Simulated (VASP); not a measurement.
Re, 1 atom in the cell. The structure is cubic, space group Fm-3m (No. 225). Conventional cell: a = 3.879 Å, b = 3.879 Å, c = 3.879 Å, α = 90.00°, β = 90.00°, γ = 90.00°. Re (site symmetry m-3m) has 12 Re at 2.74 Å within 3.6 Å. This isn't the form of Re at room conditions, which is hcp.

- Program: VASP 6.6.1
- Task: relaxation of cell and atoms
- Functional: PBEsol
- Potentials or basis: VASP PAW PBE potentials, release 64 (Re)
- Cutoff: 600 eV
- k mesh: 8 × 8 × 8
- Occupations: fermi-dirac, width 0.1 eV
- Spin: no spin polarisation
- Dipole correction: no
- Further INCAR settings: ALGO = Normal; EDIFF = 1e-06; IBRION = 2; EDIFFG = -0.03; NSW = 80; ISIF = 3

Potentials or basis: VASP PAW PBE potentials, release 64 (Re).

Command:

```bash
$ cat potpaw_PBE.64/Re/POTCAR > POTCAR
$ mpirun -np 1 vasp_std > vasp.out
```

Hardware: 1 thread of Intel(R) Xeon(R) 6975P-C (Granite Rapids) (shared host).

Q: How long does it take, and how much memory?

A: Wall time 2.2 s on 1 thread of Intel(R) Xeon(R) 6975P-C (Granite Rapids), on a shared host, peak memory 0.13 GiB. Counts: scf iterations 11, k points 29, ion steps 1.
